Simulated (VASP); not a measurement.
Runs of VASP 6.6.1 on Li2Se. Symmetry: Fm-3m, No. 225, cubic system. Conventional cell: a = 6.005 Å, b = 6.005 Å, c = 6.005 Å, α = 90.00°, β = 90.00°, γ = 90.00°. Within 3.4 Å of Li (site symmetry -43m) lie 4 Se at 2.60 Å and 6 Li at 3.00 Å. Within 3.4 Å of Se (site symmetry m-3m) lie 8 Li at 2.60 Å. 

```tsv
level	cutoff (eV)	grid for exact exchange (PRECFOCK)	share of exact exchange	screening parameter	gap on the mesh (eV)	pressure (GPa)
PBE	750	-	-	-	(a)	0.0
HSE06+D3(BJ)	650	Normal	0.25	0.2079 1/Å	3.83	-3.7
PBE-based screened hybrid with 20 % exact exchange	650	Normal	0.2	0.20787 1/Å	3.66	-0.6
PBE-based screened hybrid with 10 % exact exchange	650	Normal	0.1	0.20787 1/Å	(b)	-0.3
PBE-based global hybrid with 40 % exact exchange	650	Normal	0.4	-	5.50	-1.3
```

Alike in all rows: task single point; potentials or basis VASP PAW PBE potentials, release 64 (Li_sv, Se); no spin polarisation; cell as given; k mesh 4 × 4 × 4; smearing gaussian 0.05 eV.

Question: Estimate the missing entries.

Answer: (a) 2.97; (b) 3.31.

Caveats: all runs use coarse meshes; the PAW data sets were made with another functional, which shifts forces and pressure a little (at least some runs).

A k mesh can miss the band edges, and the runs leave out spin-orbit coupling on Se.
